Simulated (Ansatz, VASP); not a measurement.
# Os in VASP and in Ansatz

INCAR

```
ALGO = Normal ; EDIFF = 1E-6
ENCUT = 520 ; GGA = CA
ISIF = 2 ; ISMEAR = -1
LASPH = True ; LCHARG = False
LREAL = False ; LWAVE = False
NBANDS = 10 ; NELM = 60
PREC = Accurate ; SIGMA = 0.08
```

File KPOINTS:

```
k-points
0
Gamma
  19 19 19
```

File POSCAR:

```
Os
1.0
    0.0000000000      1.7939588559      1.7939588559
    1.7939588559      0.0000000000      1.7939588559
    1.7939588559      1.7939588559      0.0000000000
Os
1
Direct
    0.0000000000      0.0000000000      0.0000000000
```

Input for Ansatz:

```yaml
crystal:
  lattice:
    - [0.0, 1.7939588559, 1.7939588559]
    - [1.7939588559, 0.0, 1.7939588559]
    - [1.7939588559, 1.7939588559, 0.0]
  atoms:
    - { symbol: Os, position: [0.0, 0.0, 0.0] }
kpoints:
  mp_grid: { grid: [19, 19, 19] }
scf:
  occupations: { method: fermi_dirac, width: 0.08 }
hamiltonian:
  xc: lda
  pseudopotentials: { kind: all_electron, lapw: { basis_error: 0.001 } }
output:
  forces: true
  stress: true
  eigenvalues: true
  populations: true
```

Change from the starting cell: volume scaled by 0.84, LAPW.

Alike in both runs: task single point; functional LDA; k mesh 19 × 19 × 19; occupations fermi-dirac, width 0.08 eV; no spin polarisation.

```csv
,VASP,Ansatz
version,VASP 6.6.1,Ansatz 0.2.0
potentials or method,"VASP PAW LDA potentials, release 64 (Os), cutoff 520 eV","all-electron LAPW, scalar-relativistic"
```

```csv
,VASP,Ansatz,Ansatz less VASP
pressure (GPa),120.4,114.8,-5.57
```

LDA's correlation is that of Perdew and Zunger in VASP and of Perdew and Wang (1992) in Ansatz. Both programs put the cell under a high pressure, so it lies far from rest at this level. Ansatz ran all-electron here, and VASP with PAW potentials.

Spin-orbit coupling is off throughout. Noted on VASP's run: the cell as given lies far from equilibrium.
